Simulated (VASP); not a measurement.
The system is TiC.

```
CELL_PARAMETERS angstrom
0.00000 2.16572 2.16572
2.16572 0.00000 2.16572
2.16572 2.16572 0.00000
ATOMIC_POSITIONS crystal
Ti 0.00000 0.00000 0.00000
C 0.50000 0.50000 0.50000
```

| Quantity | Value |
| --- | --- |
| Program | VASP 6.6.1 |
| Task | relaxation of cell and atoms |
| Functional | PBEsol |
| Dispersion | D4 |
| Potentials or basis | VASP PAW PBE potentials, release 64 (Ti_sv, C) |
| Cutoff | 600 eV |
| k mesh | 11 × 11 × 11 |
| Occupations | fermi-dirac, width 0.05 eV |
| Spin | no spin polarisation |

At the start: pressure -9.2 GPa; volume 10.16 Å³/atom.

Q: Where does the relaxation end?

A: Over 3 steps the energy falls by 10.8 meV/atom and the volume is 9.80 Å³/atom (-3.6 %); space group Fm-3m (No. 225, to 0.05 Å).

The path:
```tsv
step	energy change (eV)	largest force (eV/Å)	pressure (GPa)	volume (Å³)
1	0.0000	0.0000	-9.21	20.32
2	0.0195	0.0000	14.61	18.65
3	-0.0217	0.0000	-0.03	19.59
```

Final structure:
```cif
data_structure
_symmetry_space_group_name_H-M 'P 1'
_symmetry_Int_Tables_number 1
_cell_length_a 3.0261
_cell_length_b 3.0261
_cell_length_c 3.0261
_cell_angle_alpha 60.000
_cell_angle_beta 60.000
_cell_angle_gamma 60.000
_cell_volume 19.59
loop_
_atom_site_label
_atom_site_type_symbol
_atom_site_fract_x
_atom_site_fract_y
_atom_site_fract_z
_atom_site_occupancy
Ti1 Ti 0.00000 0.00000 0.00000 1
C1 C 0.50000 0.50000 0.50000 1
```

Caveat: the PAW data sets were made with another functional, which shifts forces and pressure a little; pairwise dispersion overbinds metals, which lowers pressure and volume.
